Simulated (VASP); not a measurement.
Here is a VASP 6.6.1 calculation.

The input INCAR:

```
SYSTEM = MgO
ALGO = Normal
EDIFF = 1E-6
ENCUT = 840
GGA = PE
GGA_COMPAT = .False.
ISIF = 2
ISMEAR = 0
LASPH = .True.
LCHARG = .False.
LREAL = .False.
LWAVE = .False.
NBANDS = 15
NELM = 120
PREC = Accurate
SIGMA = 0.02
```

Contents of KPOINTS:

```
k-points
0
Gamma
  8 8 8
  0 0 0
```

The input POSCAR:

```
MgO
1.0
    0.0000000000      2.1014716667      2.1085000000
    2.1014716667      0.0000000000      2.1085000000
    2.1014716667      2.1014716667      0.0000000000
Mg O
1 1
Direct
    0.0000000000      0.0000000000      0.0000000000
    0.5000000000      0.5000000000      0.5000000000
```

Potentials or basis: VASP PAW PBE potentials, release 64 (Mg_sv, O).

Launch:

```bash
$ cat potpaw_PBE.64/Mg_sv/POTCAR potpaw_PBE.64/O/POTCAR > POTCAR
$ mpirun -np 1 vasp_std > vasp.out
```

**Question.** Predict the pressure.

**Answer.** 5.3 GPa.

**Question.** What does it give for the band gap on the k mesh?

**Answer.** 4.77 eV.

Stress tensor (GPa, compression positive):
```
5.57 0.00 0.00
0.00 5.57 0.00
0.00 0.00 4.84
```

Caveat: the cell stands under pressure.
